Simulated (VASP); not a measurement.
# Hf3Si2F (P6/mmm) in VASP: notebook

Runs on Hf3Si2F. Level: PBE. Tasks: single point, relaxation of cell and atoms.

Program: VASP 6.6.1. These are calculated values, not measurements. Logs are shortened: lines on timing, memory, paths and dates and some standing lists are left out, and cuts for length are marked.

**1. The cell of the first run**

It takes space group P6/mmm (No. 191, hexagonal). The conventional cell has a = 5.758 Å, b = 5.758 Å, c = 3.299 Å, α = 90.00°, β = 90.00°, γ = 120.00°. Within 3.1 Å of Hf (site symmetry mmm) lie 4 Si at 2.34 Å and 4 Hf at 2.88 Å. Si (site symmetry -6m2) has 6 Hf at 2.34 Å within 3.1 Å. F (site symmetry 6/mmm) has 2 F at 3.30 Å and 12 Hf at 3.32 Å and 6 Si at 3.32 Å within 4.3 Å.

**2. Single point, PBE**

The input, INCAR:

```
PREC = Accurate ; ENCUT = 520
EDIFF = 1E-6 ; ISMEAR = 0
SIGMA = 0.1 ; LREAL = False
LASPH = True ; NELM = 80
ALGO = Normal ; ISIF = 2
LWAVE = False ; LCHARG = False
GGA = PE ; NBANDS = 32
```

The input, KPOINTS:

```
Automatic mesh
0
Gamma
  3 3 6
```

The input, POSCAR:

```
Hf3Si2F
1.0
    5.7581516200      0.0000000000      0.0000000000
   -2.8790758100      4.9867055800      0.0000000000
    0.0000000000      0.0000000000      3.2986238800
Hf Si F
3 2 1
Direct
    0.5000000000      0.0000000000      0.5000000000
    0.5000000000      0.5000000000      0.5000000000
    0.0000000000      0.5000000000      0.5000000000
    0.3333333300      0.6666666700      0.0000000000
    0.6666666700      0.3333333300      0.0000000000
    0.0000000000      0.0000000000      0.0000000000
```

Potentials or basis: VASP PAW PBE potentials, release 64 (Hf_pv, Si, F).

Launch:

```sh
$ cat potpaw_PBE.64/Hf_pv/POTCAR potpaw_PBE.64/Si/POTCAR potpaw_PBE.64/F/POTCAR > POTCAR
$ mpirun -np 1 vasp_std > vasp.out
```

OUTCAR:

```text
PREC = Accurate
   ENCUT = 520
   EDIFF = 1E-6
   ISMEAR = 0
   LREAL = False
   LASPH = True
   NELM = 80
   ISIF = 2
   GGA = PE

 ion  position               nearest neighbor table
   1  0.500  0.000  0.500-   4 2.34   5 2.34   4 2.34   5 2.34   2 2.88   3 2.88   2 2.88   3 2.88

   2  0.500  0.500  0.500-   4 2.34   5 2.34   4 2.34   5 2.34   1 2.88   1 2.88   3 2.88   3 2.88

   3  0.000  0.500  0.500-   4 2.34   5 2.34   4 2.34   5 2.34   1 2.88   1 2.88   2 2.88   2 2.88

   4  0.333  0.667  0.000-   1 2.34   1 2.34   3 2.34   3 2.34   2 2.34   2 2.34
   5  0.667  0.333  0.000-   1 2.34   1 2.34   3 2.34   3 2.34   2 2.34   2 2.34
   6  0.000  0.000  0.000-

  LATTYP: Found a hexagonal cell.
 ALAT       =     5.7581516200
 C/A-ratio  =     0.5728615878

  Lattice vectors:

 A1 = (   5.7581516200,   0.0000000000,   0.0000000000)
 A2 = (  -2.8790758100,   4.9867055800,   0.0000000000)
 A3 = (   0.0000000000,   0.0000000000,   3.2986238800)

Analysis of symmetry for initial positions (statically):
=====================================================================
 Subroutine PRICEL returns:
 Original cell was already a primitive cell.

 Routine SETGRP: Setting up the symmetry group for a
 hexagonal supercell.

 Subroutine GETGRP returns: Found 24 space group operations
 (whereof 24 operations were pure point group operations)
 out of a pool of 24 trial point group operations.

The static configuration has the point symmetry D_6h.

Analysis of symmetry for dynamics (positions and initial velocities):
=====================================================================
 Subroutine PRICEL returns:
 Original cell was already a primitive cell.

 Routine SETGRP: Setting up the symmetry group for a
 hexagonal supercell.

 Subroutine GETGRP returns: Found 24 space group operations
 (whereof 24 operations were pure point group operations)
 out of a pool of 24 trial point group operations.

The dynamic configuration has the point symmetry D_6h.

 Subroutine INISYM returns: Found 24 space group operations
 (whereof 24 operations are pure point group operations),
 and found     1 'primitive' translations

----------------------------------------------------------------------------------------

                                     Primitive cell

  volume of cell :      94.7174

  direct lattice vectors                    reciprocal lattice vectors
     5.758151620  0.000000000  0.000000000     0.173666841  0.100266597  0.000000000
    -2.879075810  4.986705580  0.000000000     0.000000000  0.200533195  0.000000000
     0.000000000  0.000000000  3.298623880     0.000000000  0.000000000  0.303156721

  length of vectors
     5.758151620  5.758151618  3.298623880     0.200533194  0.200533195  0.303156721

  position of ions in fractional coordinates (direct lattice)
     0.500000000  0.000000000  0.500000000
     0.500000000  0.500000000  0.500000000
     0.000000000  0.500000000  0.500000000
     0.333333330  0.666666670  0.000000000
     0.666666670  0.333333330  0.000000000
     0.000000000  0.000000000  0.000000000

  ion indices of the primitive-cell ions
   primitive index   ion index
                 1           1
                 2           2
                 3           3
                 4           4
                 5           5
                 6           6

----------------------------------------------------------------------------------------

 KPOINTS: Automatic mesh

Automatic generation of k-mesh.
 Grid dimensions read from file:
 generate k-points for:    3    3    6

 Generating k-lattice:

  Cartesian coordinates                     Fractional coordinates (reciprocal lattice)
     0.057888947  0.033422199  0.000000000     0.333333333  0.000000000  0.000000000
     0.000000000  0.066844398  0.000000000     0.000000000  0.333333333  0.000000000
     0.000000000  0.000000000  0.050526120     0.000000000  0.000000000  0.166666667

  Length of vectors
     0.066844398  0.066844398  0.050526120

  Shift w.r.t. Gamma in fractional coordinates (k-lattice)
     0.000000000  0.000000000  0.000000000

 Subroutine IBZKPT returns following result:
 ===========================================

 Found     12 irreducible k-points:

 Following reciprocal coordinates:
            Coordinates               Weight
  0.000000  0.000000  0.000000      1.000000
  0.333333 -0.000000  0.000000      6.000000
  0.333333  0.333333  0.000000      2.000000
  0.000000  0.000000  0.166667      2.000000
  0.333333 -0.000000  0.166667     12.000000
  0.333333  0.333333  0.166667      4.000000
  0.000000  0.000000  0.333333      2.000000
  0.333333 -0.000000  0.333333     12.000000
  0.333333  0.333333  0.333333      4.000000
  0.000000  0.000000  0.500000      1.000000
  0.333333 -0.000000  0.500000      6.000000
  0.333333  0.333333  0.500000      2.000000
   k-points           NKPTS =     12   k-points in BZ     NKDIM =     12   number of bands    NBANDS=     32
   number of dos      NEDOS =    301   number of ions     NIONS =      6
   total plane-waves  NPLWV =  64512
   dimension x,y,z NGX =    48 NGY =   48 NGZ =   28
   dimension x,y,z NGXF=    96 NGYF=   96 NGZF=   56
   ions per type =               3   2   1
   NGX,Y,Z   is equivalent  to a cutoff of  13.86, 13.86, 14.11 a.u.
   NGXF,Y,Z  is equivalent  to a cutoff of  27.72, 27.72, 28.22 a.u.
 SYSTEM =  unknown system
   PREC   = accura    normal or accurate (medium, high low for compatibility)
   ISTART =      0    job   : 0-new  1-cont  2-samecut
   ICHARG =      2    charge: 1-file 2-atom 10-const
   ISPIN  =      1    spin polarized calculation?
   LNONCOLLINEAR =      F non collinear calculations
   LSORBIT =      F    spin-orbit coupling
   LASPH  =      T    aspherical Exc in radial PAW
   ENCUT  =  520.0 eV  38.22 Ry    6.18 a.u.  10.71 10.71  6.13*2*pi/ulx,y,z
   NELM   =     80;   NELMIN=  2; NELMDL= -5     # of ELM steps
   EDIFF  = 0.1E-05   stopping-criterion for ELM
   LREAL  =      F    real-space projection
   EDIFFG = 0.1E-04   stopping-criterion for IOM
   NSW    =      0    number of steps for IOM
   IBRION =     -1    ionic relax: 0-MD 1-quasi-New 2-CG
   NFREE  =      0    steps in history (QN), initial steepest desc. (CG)
   ISIF   =      2    stress and relaxation
   ISYM   =      2    0-nonsym 1-usesym 2-fastsym
   POTIM  = 0.5000    time-step for ionic-motion
   TEBEG  =    0.0;   TEEND  =   0.0 temperature during run
   PSTRESS=    0.0 pullay stress
   NELECT =      45.0000    total number of electrons
   NUPDOWN=      -1.0000    fix difference up-down
   EMIN   =  10.00;   EMAX   =-10.00  energy-range for DOS
   EFERMI =   0.00;   METHOD = LEGACY
   ISMEAR =     0;   SIGMA  =   0.10  broadening in eV -4-tet -1-fermi 0-gaus
   EFERMI_NEDOS =   21; number of points for ismear=-14 and -15
   IALGO  =     38    algorithm
   IMIX   =      4    mixing-type and parameters
     AMIX     =   0.40;   BMIX     =  1.00
     AMIX_MAG =   1.60;   BMIX_MAG =  1.00
  volume/ion in A,a.u.               =      15.79       106.53
  Fermi-wavevector in a.u.,A,eV,Ry     =   1.277426  2.413985 22.202225  1.631818
  Thomas-Fermi vector in A             =   2.410026
   LORBIT       =      0    0 simple, 1 ext, 2 COOP (PROOUT), +10 PAW based schemes
   GGA     = PE    functional components
   LHFCALC =     F    Hartree Fock is set to
   AEXX    =    0.0000 exact exchange contribution
   IVDW    =     0    specifies the selected vdW correction
   LEPSILON=     F    determine dielectric tensor
   LRPA    =     F    only Hartree local field effects (RPA)
 non-spin polarized calculation
 Gauss-broadening in eV      SIGMA  =   0.10
  energy-cutoff  :      520.00
  volume of cell :       94.72
 maximum number of plane-waves:      2581
 NGX is ok and might be reduce to    48
   NGX = 21   NGY = 21   NGZ = 13

 number of electron      44.9999997 magnetization

 Free energy of the ion-electron system (eV)
  ---------------------------------------------------
  ext. energy  EPLUGINS =         0.00000000
  ---------------------------------------------------
  free energy    TOTEN  =       -36.72893422 eV

  energy without entropy =      -36.70924610  energy(sigma->0) =      -36.71909016

 E-fermi :   5.9992     XC(G=0): -11.2180

 val. band max:        5.9214424590   @ k =   0.3333  -0.0000   0.1667
 cond. band min:       6.0508138847   @ k =   0.3333   0.3333   0.1667
 fundamental gap:      0.1293714256
 Fermi energy:         5.9992106871

 k-point     1 :       0.0000    0.0000    0.0000
  band No.  band energies     occupation
      1     -24.8594      2.00000
      2     -24.2994      2.00000
      3     -24.2994      2.00000
      4     -23.9130      2.00000
      5     -23.6978      2.00000
      6     -23.6978      2.00000
[... 24 lines left out ...]
     31      10.6014      0.00000
     32      11.4295      0.00000

 k-point     2 :       0.3333   -0.0000    0.0000
  band No.  band energies     occupation
      1     -24.6130      2.00000
      2     -24.2265      2.00000
      3     -24.1219      2.00000
      4     -23.8683      2.00000
      5     -23.7582      2.00000
      6     -23.7442      2.00000
[... 24 lines left out ...]
     31      11.0577      0.00000
     32      11.5171      0.00000
[... 313 lines left out ...]
     31      10.7867      0.00000
     32      11.3636      0.00000

 k-point    12 :       0.3333    0.3333    0.5000
  band No.  band energies     occupation
      1     -24.2166      2.00000
      2     -24.2166      2.00000
      3     -24.2016      2.00000
      4     -24.2016      2.00000
      5     -24.1133      2.00000
      6     -24.0628      2.00000
[... 24 lines left out ...]
     31      10.2955      0.00000
     32      11.2022      0.00000

------------------------ aborting loop because EDIFF is reached ----------------------------------------

  FORCE on cell =-STRESS in cart. coord.  units (eV):
  Direction    XX          YY          ZZ          XY          YZ          ZX
  --------------------------------------------------------------------------------------
  -------------------------------------------------------------------------------------
  Total       33.8426950     33.8426950     46.0781316      0.0000000      0.0000000      0.0000000
  in kB      572.4609937    572.4609933    779.4276713      0.0000000      0.0000000      0.0000000
  external PRESSURE =     641.4498861 kB  Pullay stress =       0.0000000 kB

 VOLUME and BASIS-vectors are now :
 -----------------------------------------------------------------------------
  energy-cutoff  :      520.00
  volume of cell :       94.72
      direct lattice vectors                 reciprocal lattice vectors
     5.758151620  0.000000000  0.000000000     0.173666841  0.100266597  0.000000000
    -2.879075810  4.986705580  0.000000000     0.000000000  0.200533195  0.000000000
     0.000000000  0.000000000  3.298623880     0.000000000  0.000000000  0.303156721

 POSITION                                       TOTAL-FORCE (eV/Angst)
 -----------------------------------------------------------------------------------
      2.87908      0.00000      1.64931         0.000000      0.000000      0.000000
      1.43954      2.49335      1.64931        -0.000000      0.000000      0.000000
     -1.43954      2.49335      1.64931         0.000000      0.000000      0.000000
     -0.00000      3.32447      0.00000         0.000000      0.000000      0.000000
      2.87908      1.66224      0.00000        -0.000000     -0.000000      0.000000
      0.00000      0.00000      0.00000         0.000000      0.000000      0.000000
 -----------------------------------------------------------------------------------
    total drift:                               -0.000000      0.000000     -0.000000

  FREE ENERGIE OF THE ION-ELECTRON SYSTEM (eV)
  ---------------------------------------------------
  free  energy   TOTEN  =       -36.7289342167 eV

  energy  without entropy=      -36.7092460985  energy(sigma->0) =      -36.71909016
```

Run time: 61 s. Hardware: 1 thread of Intel Xeon 6975P-C, shared host; peak memory 0.25 GiB.

Results:

```
Free energy : -36.7289 eV
Pressure    : 64.1 GPa
```

Levels at points of the mesh, in eV from the Fermi level:
```
           k point  band 20  band 21  band 22  band 23  band 24  band 25
(0.00, 0.00, 0.00)    -1.34    -1.28    -1.28     0.76     0.76     1.04
(0.00, 0.00, 0.50)    -1.57    -0.34    -0.34     0.30     0.33     1.86
```

Caveat: the k points lie up to 0.42 Å⁻¹ apart; spin-orbit coupling is left out, which moves the levels of the heavy elements; an odd number of electrons without spin polarisation forces a metal; a magnetic or distorted state may lie lower.

**3. Single point, PBE**

This run uses another cell than the first one, of 22.95 Å³/atom, 1.454 times its volume.

The input, INCAR:

```
PREC = Accurate ; ENCUT = 520
EDIFF = 1E-6 ; ISMEAR = 0
SIGMA = 0.1 ; LREAL = False
LASPH = True ; NELM = 80
ALGO = Normal ; ISIF = 2
LWAVE = False ; LCHARG = True
GGA = PE ; LELF = True
LVHAR = True ; NBANDS = 32
```

KPOINTS is that of step 2.

The input, POSCAR:

```
Hf3Si2F
1.0
    6.5380239325      0.0000000000      0.0000000000
   -3.2690119662      5.6620948161      0.0000000000
    0.0000000000      0.0000000000      3.7191522402
Hf Si F
3 2 1
Direct
    0.5000000000      0.0000000000      0.5000000000
    0.5000000000      0.5000000000      0.5000000000
    0.0000000000      0.5000000000      0.5000000000
    0.3333333333      0.6666666667      0.0000000000
    0.6666666667      0.3333333333      0.0000000000
    0.0000000000      0.0000000000      0.0000000000
```

Potentials or basis: VASP PAW PBE potentials, release 64 (Hf_pv, Si, F).

Launch:

```sh
$ cat potpaw_PBE.64/Hf_pv/POTCAR potpaw_PBE.64/Si/POTCAR potpaw_PBE.64/F/POTCAR > POTCAR
$ mpirun -np 1 vasp_std > vasp.out
```

Wall time 78 s (1 thread of Intel Xeon 6975P-C, shared host); peak memory 0.27 GiB.

The run converged. Its results:

```
Free energy : -43.1241 eV
Pressure    : -0.2 GPa
```

Levels at points of the mesh, in eV from the Fermi level:
| k point | band 19 | band 20 | band 21 | band 22 | band 23 | band 24 | band 25 | band 26 | band 27 | band 28 |
| --- | --- | --- | --- | --- | --- | --- | --- | --- | --- | --- |
| (0.00, 0.00, 0.00) | -1.99 | -0.89 | -0.65 | -0.65 | 0.02 | 0.02 | 1.02 | 1.02 | 1.10 | 2.81 |
| (0.00, 0.00, 0.50) | -1.63 | -1.20 | -1.20 | -1.00 | -1.00 | 0.20 | 1.41 | 1.41 | 2.35 | 2.81 |

Caveat: the k points lie up to 0.37 Å⁻¹ apart; spin-orbit coupling is left out, which moves the levels of the heavy elements; an odd number of electrons without spin polarisation forces a metal; a magnetic or distorted state may lie lower.

**4. Relaxation of cell and atoms, PBE**

The input, INCAR:

```
SYSTEM = Hf3Si2F
ALGO = Normal ; EDIFF = 1E-6
EDIFFG = -0.04 ; ENCUT = 600
GGA = PE ; IBRION = 2
ISIF = 3 ; ISMEAR = 0
LASPH = .True. ; LCHARG = .False.
LREAL = .False. ; LWAVE = .False.
NELM = 80 ; NSW = 90
PREC = Accurate ; SIGMA = 0.1
```

The input, KPOINTS:

```
k-points
0
Gamma
  3 3 6
  0 0 0
```

The input, POSCAR:

```
Hf3Si2F
1.0
    5.7581516200      0.0000000000      0.0000000000
   -2.8790758100      4.9867055800      0.0000000000
    0.0000000000      0.0000000000      3.2986238800
Hf Si F
3 2 1
Direct
    0.5000000000      0.0000000000      0.5000000000
    0.5000000000      0.5000000000      0.5000000000
    0.0000000000      0.5000000000      0.5000000000
    0.3333333300      0.6666666700      0.0000000000
    0.6666666700      0.3333333300      0.0000000000
    0.0000000000      0.0000000000      0.0000000000
```

Launch:

```sh
$ cat potpaw_PBE.64/Hf_pv/POTCAR potpaw_PBE.64/Si/POTCAR potpaw_PBE.64/F/POTCAR > POTCAR
$ mpirun -np 1 vasp_std > vasp.out
```

Run time: 5.2 min. Hardware: 1 thread of Intel Xeon 6975P-C, shared host; peak memory 0.27 GiB.

Results (log left out):

```yaml
Free_energy: -43.0975 eV
Relaxed_volume: 22.80 Å³/atom
Relaxed_cell: a = 6.515 Å, b = 6.515 Å, c = 3.721 Å, α = 90.00°, β = 90.00°, γ = 120.00°
Space_group_after_relaxing_to_0.05_Å: P6/mmm (No. 191)
Energy_gained_by_relaxing: 1061.0 meV/atom
Ionic_steps: 7
Pressure_after_relaxing: 0.2 GPa
```

Step by step:
```csv
step,energy change (eV),largest force (eV/Å),pressure (GPa),volume (Å³)
1,0.0000,0.0000,64.17,94.72
2,-0.3551,0.0000,-17.80,210.12
3,-6.2927,0.0000,-2.37,139.55
4,-6.3241,0.0000,-0.59,136.69
5,-6.3273,0.0000,0.25,135.43
6,-6.3565,0.0000,0.17,136.14
7,-6.3659,0.0000,0.15,136.77
```

Final structure:
```cif
data_structure
_symmetry_space_group_name_H-M 'P 1'
_symmetry_Int_Tables_number 1
_cell_length_a 6.5151
_cell_length_b 6.5151
_cell_length_c 3.7207
_cell_angle_alpha 90.000
_cell_angle_beta 90.000
_cell_angle_gamma 120.000
_cell_volume 136.77
loop_
_atom_site_label
_atom_site_type_symbol
_atom_site_fract_x
_atom_site_fract_y
_atom_site_fract_z
_atom_site_occupancy
Hf1 Hf 0.50000 0.00000 0.50000 1
Hf2 Hf 0.50000 0.50000 0.50000 1
Hf3 Hf 0.00000 0.50000 0.50000 1
Si1 Si 0.33333 0.66667 0.00000 1
Si2 Si 0.66667 0.33333 0.00000 1
F1 F 0.00000 0.00000 0.00000 1
```

Levels at points of the mesh, in eV from the Fermi level:
| k point | band 21 | band 22 | band 23 | band 24 | band 25 | band 26 |
| --- | --- | --- | --- | --- | --- | --- |
| (0.00, 0.00, 0.00) | -0.65 | -0.65 | 0.04 | 0.04 | 1.01 | 1.01 |
| (0.00, 0.00, 0.50) | -1.21 | -1.00 | -1.00 | 0.19 | 1.45 | 1.45 |

Caveat: the k points lie up to 0.37 Å⁻¹ apart in the final cell; the volume moved by over 15 % at a fixed basis, so the end points are rough; spin-orbit coupling is left out, which moves the levels of the heavy elements; an odd number of electrons without spin polarisation forces a metal; a magnetic or distorted state may lie lower.

(Part 1 of 2 ends here.)
